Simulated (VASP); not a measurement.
# C (Fd-3m) in VASP: settings compared

The runs below take C through single point, with PBEsol+D4, LDA.

Everything below comes from runs of VASP 6.6.1. Logs are shortened: lines on timing, memory, paths and dates and some standing lists are left out, and cuts for length are marked.

### Step 1. The cell of the first run

Symmetry: Fd-3m, No. 227, cubic system. Conventional cell: a = 3.494 Å, b = 3.494 Å, c = 3.494 Å, α = 90.00°, β = 90.00°, γ = 90.00°. Within 2.0 Å of C (site symmetry -43m) lie 4 C at 1.51 Å.

### Step 2. Single point, PBEsol+D4

INCAR reads:

```
SYSTEM = C
PREC     = Accurate       ! precision mode
ENCUT    = 520            ! plane-wave cutoff, eV
EDIFF    = 1E-6           ! SCF threshold, eV
ISMEAR   = -1             ! smearing method
SIGMA    = 0.05           ! smearing width, eV
LREAL    = .FALSE.        ! projectors in reciprocal space
LASPH    = .TRUE.         ! aspherical terms in the spheres
NELM     = 100            ! most SCF steps
ALGO     = Normal         ! electronic algorithm
ISIF     = 2              ! what is computed and relaxed
LWAVE    = .FALSE.        ! write WAVECAR
LCHARG   = .TRUE.         ! write CHGCAR
GGA      = PS             ! functional
IVDW     = 13             ! dispersion correction
LELF     = .TRUE.         ! ELF
LVHAR    = .TRUE.       
NBANDS   = 11             ! bands
```

KPOINTS reads:

```
Automatic mesh
0
G
  13 13 13
  0 0 0
```

POSCAR reads:

```
C
1.0
    0.0000000000      1.7469644787      1.7469644787
    1.7469644787      0.0000000000      1.7469644787
    1.7469644787      1.7469644787      0.0000000000
C
2
Direct
    0.7500000000      0.7500000000      0.7500000000
    0.5000000000      0.5000000000      0.5000000000
```

Potentials or basis: VASP PAW PBE potentials, release 64 (C).

On the command line:

```sh
cat potpaw_PBE.64/C/POTCAR > POTCAR
mpirun -np 1 vasp_std > vasp.out
```

OUTCAR:

```text
SYSTEM = C
   PREC = Accurate
   ENCUT = 520
   EDIFF = 1E-6
   ISMEAR = -1
   LREAL = .FALSE.
   LASPH = .TRUE.
   NELM = 100
   ISIF = 2
   GGA = PS
   IVDW = 13

 ion  position               nearest neighbor table
   1  0.750  0.750  0.750-   2 1.51   2 1.51   2 1.51   2 1.51
   2  0.500  0.500  0.500-   1 1.51   1 1.51   1 1.51   1 1.51

  LATTYP: Found a face centered cubic cell.
 ALAT       =     3.4939289574

  Lattice vectors:

 A1 = (   0.0000000000,   1.7469644787,   1.7469644787)
 A2 = (   1.7469644787,   0.0000000000,   1.7469644787)
 A3 = (   1.7469644787,   1.7469644787,   0.0000000000)

Analysis of symmetry for initial positions (statically):
=====================================================================
 Subroutine PRICEL returns:
 Original cell was already a primitive cell.

 Routine SETGRP: Setting up the symmetry group for a
 face centered cubic supercell.

 Subroutine GETGRP returns: Found 48 space group operations
 (whereof 24 operations were pure point group operations)
 out of a pool of 48 trial point group operations.

The static configuration has the point symmetry T_d .
 The point group associated with its full space group is O_h .

Analysis of symmetry for dynamics (positions and initial velocities):
=====================================================================
 Subroutine PRICEL returns:
 Original cell was already a primitive cell.

 Routine SETGRP: Setting up the symmetry group for a
 face centered cubic supercell.

 Subroutine GETGRP returns: Found 48 space group operations
 (whereof 24 operations were pure point group operations)
 out of a pool of 48 trial point group operations.

The dynamic configuration has the point symmetry T_d .
 The point group associated with its full space group is O_h .

 Subroutine INISYM returns: Found 48 space group operations
 (whereof 24 operations are pure point group operations),
 and found     1 'primitive' translations

----------------------------------------------------------------------------------------

                                     Primitive cell

  volume of cell :      10.6631

  direct lattice vectors                    reciprocal lattice vectors
     0.000000000  1.746964479  1.746964479    -0.286210742  0.286210742  0.286210742
     1.746964479  0.000000000  1.746964479     0.286210742 -0.286210742  0.286210742
     1.746964479  1.746964479  0.000000000     0.286210742  0.286210742 -0.286210742

  length of vectors
     2.470580859  2.470580859  2.470580859     0.495731547  0.495731547  0.495731547
[... 89 lines left out ...]
   POTIM  = 0.5000    time-step for ionic-motion
   TEBEG  =    0.0;   TEEND  =   0.0 temperature during run
   PSTRESS=    0.0 pullay stress
   NELECT =       8.0000    total number of electrons
   NUPDOWN=      -1.0000    fix difference up-down
   EMIN   =  10.00;   EMAX   =-10.00  energy-range for DOS
   EFERMI =   0.00;   METHOD = LEGACY
   ISMEAR =    -1;   SIGMA  =   0.05  broadening in eV -4-tet -1-fermi 0-gaus
   EFERMI_NEDOS =   21; number of points for ismear=-14 and -15
   IALGO  =     38    algorithm
   IMIX   =      4    mixing-type and parameters
     AMIX     =   0.40;   BMIX     =  1.00
     AMIX_MAG =   1.60;   BMIX_MAG =  1.00
  volume/ion in A,a.u.               =       5.33        35.98
  Fermi-wavevector in a.u.,A,eV,Ry     =   1.487570  2.811100 30.107851  2.212865
  Thomas-Fermi vector in A             =   2.600714
   LORBIT       =      0    0 simple, 1 ext, 2 COOP (PROOUT), +10 PAW based schemes
   GGA     = PS    functional components
   LHFCALC =     F    Hartree Fock is set to
   AEXX    =    0.0000 exact exchange contribution
   IVDW    =    13    specifies the selected vdW correction
   LEPSILON=     F    determine dielectric tensor
   LRPA    =     F    only Hartree local field effects (RPA)
 non-spin polarized calculation
  energy-cutoff  :      520.00
  volume of cell :       10.66
 maximum number of plane-waves:       299
   NGX =  9   NGY =  9   NGZ =  9

 number of electron       8.0000001 magnetization

 Free energy of the ion-electron system (eV)
  ---------------------------------------------------
  ext. energy  EPLUGINS =         0.00000000
  ---------------------------------------------------
  free energy    TOTEN  =       -19.20252140 eV

  energy without entropy =      -19.20252140  energy(sigma->0) =      -19.20252140

 E-fermi :  11.6383     XC(G=0): -13.7405

 val. band max:       10.6249098790   @ k =   0.0000   0.0000   0.0000
 cond. band min:      14.7746963054   @ k =   0.3846   0.3846   0.0000
 fundamental gap:      4.1497864264
 Fermi energy:        11.6382720811

 k-point     1 :       0.0000    0.0000    0.0000
  band No.  band energies     occupation
      1     -11.7466      2.00000
      2      10.6249      2.00000
      3      10.6249      2.00000
      4      10.6249      2.00000
      5      16.3352      0.00000
      6      16.3352      0.00000
      7      16.3352      0.00000
      8      25.4312      0.00000
      9      30.4016      0.00000
     10      37.7907      0.00000
     11      37.7907      0.00000
[... 309 lines left out ...]
 k-point    24 :       0.4615    0.1538    0.0000
  band No.  band energies     occupation
      1      -6.4643      2.00000
      2      -1.1803      2.00000
      3       5.9742      2.00000
      4       6.4579      2.00000
      5      17.8328      0.00000
      6      21.5800      0.00000
      7      22.2816      0.00000
      8      25.0141      0.00000
      9      31.7773      0.00000
     10      34.9658      0.00000
     11      38.4474      0.00000

 [... further k-points ...]

------------------------ aborting loop because EDIFF is reached ----------------------------------------

  DFT-D4 for vdW energy calculation

  Edisp (eV):   -0.25134

  FORCE on cell =-STRESS in cart. coord.  units (eV):
  Direction    XX          YY          ZZ          XY          YZ          ZX
  --------------------------------------------------------------------------------------
  -------------------------------------------------------------------------------------
  Total       1.54239     1.54239     1.54239     0.00000    -0.00000     0.00000
  in kB     231.75195   231.75195   231.75195     0.00000    -0.00000     0.00000
  external pressure =      231.75 kB  Pullay stress =        0.00 kB

 VOLUME and BASIS-vectors are now :
 -----------------------------------------------------------------------------
  energy-cutoff  :      520.00
  volume of cell :       10.66
      direct lattice vectors                 reciprocal lattice vectors
     0.000000000  1.746964479  1.746964479    -0.286210742  0.286210742  0.286210742
     1.746964479  0.000000000  1.746964479     0.286210742 -0.286210742  0.286210742
     1.746964479  1.746964479  0.000000000     0.286210742  0.286210742 -0.286210742

 POSITION                                       TOTAL-FORCE (eV/Angst)
 -----------------------------------------------------------------------------------
      2.62045      2.62045      2.62045        -0.000000     -0.000000     -0.000000
      1.74696      1.74696      1.74696         0.000000      0.000000      0.000000
 -----------------------------------------------------------------------------------
    total drift:                                0.000000     -0.000000      0.000000

  FREE ENERGIE OF THE ION-ELECTRON SYSTEM (eV)
  ---------------------------------------------------
  free  energy   TOTEN  =       -19.4538607030 eV

  energy  without entropy=      -19.4538607030  energy(sigma->0) =      -19.45386070
```

stdout:

```text
POSCAR found type information on POSCAR C
 POSCAR found :  1 types and       2 ions
 scaLAPACK will be used
 -----------------------------------------------------------------------------
|                                                                             |
|                                                                             |
|     You enforced a specific xc type in the INCAR file but a different       |
|     I HOPE YOU KNOW WHAT YOU ARE DOING!                                     |
|                                                                             |
 -----------------------------------------------------------------------------

 LDA part: xc-table for (Slater+PW92), standard interpolation
 POSCAR, INCAR and KPOINTS ok, starting setup
 FFT: planning ... GRIDC
 FFT: planning ... GRID_SOFT
 FFT: planning ... GRID
 WAVECAR not read
 entering main loop
```

Run time: 6.8 s. Hardware: 1 thread of AMD EPYC 9R45 (Zen 5), shared host; peak memory 0.09 GiB.

What came out:

* Free energy: -19.4539 eV
* Pressure: 23.2 GPa
* Band gap on the k mesh: 4.15 eV, indirect (least direct gap 5.71 eV)
* Dispersion energy per atom: -0.126 eV

Caveat: the PAW data sets were made with another functional, which shifts forces and pressure a little. A k mesh can miss the band edges.

### Step 3. Single point, PBEsol+D4

This run uses another cell than the first one, of 5.44 Å³/atom, 1.021 times its volume.

INCAR reads:

```
SYSTEM = C
  PREC = Accurate
  ENCUT = 520
  EDIFF = 1E-6
  ISMEAR = -1
  SIGMA = 0.05
  LREAL = .False.
  LASPH = .True.
  NELM = 100
  ALGO = Normal
  ISIF = 2
  LWAVE = .False.
  LCHARG = .True.
  GGA = PS
  IVDW = 13
  LELF = .True.
  LVHAR = .True.
  NBANDS = 11
```

KPOINTS reads:

```
Automatic mesh
0
Gamma
  13 13 13
  0 0 0
```

POSCAR reads:

```
C
1.0
    0.0000000000      1.7592674508      1.7592674508
    1.7592674508      0.0000000000      1.7592674508
    1.7592674508      1.7592674508      0.0000000000
C
2
Direct
    0.7500000000      0.7500000000      0.7500000000
    0.5000000000      0.5000000000      0.5000000000
```

Potentials or basis: VASP PAW PBE potentials, release 64 (C).

On the command line:

```sh
cat potpaw_PBE.64/C/POTCAR > POTCAR
mpirun -np 1 vasp_std > vasp.out
```

OUTCAR:

```text
SYSTEM = C
   PREC = Accurate
   ENCUT = 520
   EDIFF = 1E-6
   ISMEAR = -1
   LREAL = .False.
   LASPH = .True.
   NELM = 100
   ISIF = 2
   GGA = PS
   IVDW = 13

 ion  position               nearest neighbor table
   1  0.750  0.750  0.750-   2 1.52   2 1.52   2 1.52   2 1.52
   2  0.500  0.500  0.500-   1 1.52   1 1.52   1 1.52   1 1.52

  LATTYP: Found a face centered cubic cell.
 ALAT       =     3.5185349016

  Lattice vectors:

 A1 = (   0.0000000000,   1.7592674508,   1.7592674508)
 A2 = (   1.7592674508,   0.0000000000,   1.7592674508)
 A3 = (   1.7592674508,   1.7592674508,   0.0000000000)

Analysis of symmetry for initial positions (statically):
=====================================================================
 Subroutine PRICEL returns:
 Original cell was already a primitive cell.

 Routine SETGRP: Setting up the symmetry group for a
 face centered cubic supercell.

 Subroutine GETGRP returns: Found 48 space group operations
 (whereof 24 operations were pure point group operations)
 out of a pool of 48 trial point group operations.

The static configuration has the point symmetry T_d .
 The point group associated with its full space group is O_h .

Analysis of symmetry for dynamics (positions and initial velocities):
=====================================================================
 Subroutine PRICEL returns:
 Original cell was already a primitive cell.

 Routine SETGRP: Setting up the symmetry group for a
 face centered cubic supercell.

 Subroutine GETGRP returns: Found 48 space group operations
 (whereof 24 operations were pure point group operations)
 out of a pool of 48 trial point group operations.

The dynamic configuration has the point symmetry T_d .
 The point group associated with its full space group is O_h .

 Subroutine INISYM returns: Found 48 space group operations
 (whereof 24 operations are pure point group operations),
 and found     1 'primitive' translations

----------------------------------------------------------------------------------------
[... 120 lines left out ...]
   AEXX    =    0.0000 exact exchange contribution
   IVDW    =    13    specifies the selected vdW correction
   LEPSILON=     F    determine dielectric tensor
   LRPA    =     F    only Hartree local field effects (RPA)
 non-spin polarized calculation
  energy-cutoff  :      520.00
  volume of cell :       10.89
 maximum number of plane-waves:       304
   NGX =  9   NGY =  9   NGZ =  9

 number of electron       7.9999999 magnetization

 Free energy of the ion-electron system (eV)
  ---------------------------------------------------
  ext. energy  EPLUGINS =         0.00000000
  ---------------------------------------------------
  free energy    TOTEN  =       -19.23245580 eV

  energy without entropy =      -19.23245580  energy(sigma->0) =      -19.23245580

 E-fermi :  11.3522     XC(G=0): -13.6353

 val. band max:       10.3087946101   @ k =   0.0000   0.0000   0.0000
 cond. band min:      14.4110560639   @ k =   0.3846   0.3846   0.0000
 fundamental gap:      4.1022614538
 Fermi energy:        11.3521685072

 k-point     1 :       0.0000    0.0000    0.0000
  band No.  band energies     occupation
      1     -11.7695      2.00000
      2      10.3088      2.00000
      3      10.3088      2.00000
      4      10.3088      2.00000
      5      15.9610      0.00000
      6      15.9610      0.00000
      7      15.9610      0.00000
      8      24.6199      0.00000
      9      29.8018      0.00000
     10      37.2340      0.00000
     11      37.2340      0.00000
[... 309 lines left out ...]
 k-point    24 :       0.4615    0.1538    0.0000
  band No.  band energies     occupation
      1      -6.5708      2.00000
      2      -1.3184      2.00000
      3       5.7277      2.00000
      4       6.2251      2.00000
      5      17.4393      0.00000
      6      21.1180      0.00000
      7      21.6967      0.00000
      8      24.4893      0.00000
      9      31.1945      0.00000
     10      34.2370      0.00000
     11      37.8149      0.00000

 [... further k-points ...]

------------------------ aborting loop because EDIFF is reached ----------------------------------------

  DFT-D4 for vdW energy calculation

  Edisp (eV):   -0.24666

  FORCE on cell =-STRESS in cart. coord.  units (eV):
  Direction    XX          YY          ZZ          XY          YZ          ZX
  --------------------------------------------------------------------------------------
  -------------------------------------------------------------------------------------
  Total       0.83142     0.83142     0.83142     0.00000     0.00000     0.00000
  in kB     122.32250   122.32250   122.32250     0.00000     0.00000     0.00000
  external pressure =      122.32 kB  Pullay stress =        0.00 kB

 VOLUME and BASIS-vectors are now :
 -----------------------------------------------------------------------------
  energy-cutoff  :      520.00
  volume of cell :       10.89
      direct lattice vectors                 reciprocal lattice vectors
     0.000000000  1.759267451  1.759267451    -0.284209203  0.284209203  0.284209203
     1.759267451  0.000000000  1.759267451     0.284209203 -0.284209203  0.284209203
     1.759267451  1.759267451  0.000000000     0.284209203  0.284209203 -0.284209203

 POSITION                                       TOTAL-FORCE (eV/Angst)
 -----------------------------------------------------------------------------------
      2.63890      2.63890      2.63890         0.000000      0.000000      0.000000
      1.75927      1.75927      1.75927        -0.000000     -0.000000     -0.000000
 -----------------------------------------------------------------------------------
    total drift:                                0.000000     -0.000000      0.000000

  FREE ENERGIE OF THE ION-ELECTRON SYSTEM (eV)
  ---------------------------------------------------
  free  energy   TOTEN  =       -19.4791161147 eV

  energy  without entropy=      -19.4791161147  energy(sigma->0) =      -19.47911611
```

OSZICAR:

```text
N       E                     dE             d eps       ncg     rms          rms(c)
DAV:   1     0.137681735717E+01    0.13768E+01   -0.47925E+03  1926   0.705E+02
DAV:   2    -0.195704740348E+02   -0.20947E+02   -0.20368E+02  2416   0.131E+02
DAV:   3    -0.199781374892E+02   -0.40766E+00   -0.40648E+00  2180   0.139E+01
DAV:   4    -0.199787787201E+02   -0.64123E-03   -0.64122E-03  1970   0.677E-01
DAV:   5    -0.199787793801E+02   -0.65996E-06   -0.65987E-06  2131   0.207E-02    0.590E+00
DAV:   6    -0.194241910363E+02    0.55459E+00   -0.28624E-01  1902   0.374E+00    0.348E+00
DAV:   7    -0.192318018555E+02    0.19239E+00   -0.34090E-01  2001   0.411E+00    0.752E-01
DAV:   8    -0.192324307484E+02   -0.62889E-03   -0.80380E-03  1953   0.713E-01    0.298E-02
DAV:   9    -0.192324477985E+02   -0.17050E-04   -0.14059E-05  2217   0.342E-02    0.221E-02
DAV:  10    -0.192324559363E+02   -0.81377E-05   -0.32691E-06  2001   0.160E-02    0.448E-03
DAV:  11    -0.192324557966E+02    0.13970E-06   -0.87255E-08  1120   0.261E-03
   1 F= -.19479116E+02 E0= -.19479116E+02  d E =-.267739E-11
```

Wall time 7.4 s (1 thread of AMD EPYC 9R45 (Zen 5), shared host); peak memory 0.09 GiB.

Results:

```yaml
Free_energy: -19.4791 eV
Pressure: 12.2 GPa
Band_gap_on_the_k_mesh: 4.10 eV, indirect (least direct gap 5.65 eV)
Dispersion_energy_per_atom: -0.123 eV
```

Levels at points of the mesh, in eV from the valence-band top:
| k point | band 2 | band 3 | band 4 | band 5 | band 6 | band 7 |
| --- | --- | --- | --- | --- | --- | --- |
| (0.00, 0.00, 0.00) | 0.00 | 0.00 | 0.00 | 5.65 | 5.65 | 5.65 |

Caveat: the PAW data sets were made with another functional, which shifts forces and pressure a little. A k mesh can miss the band edges.

(Part 1 of 2 ends here.)
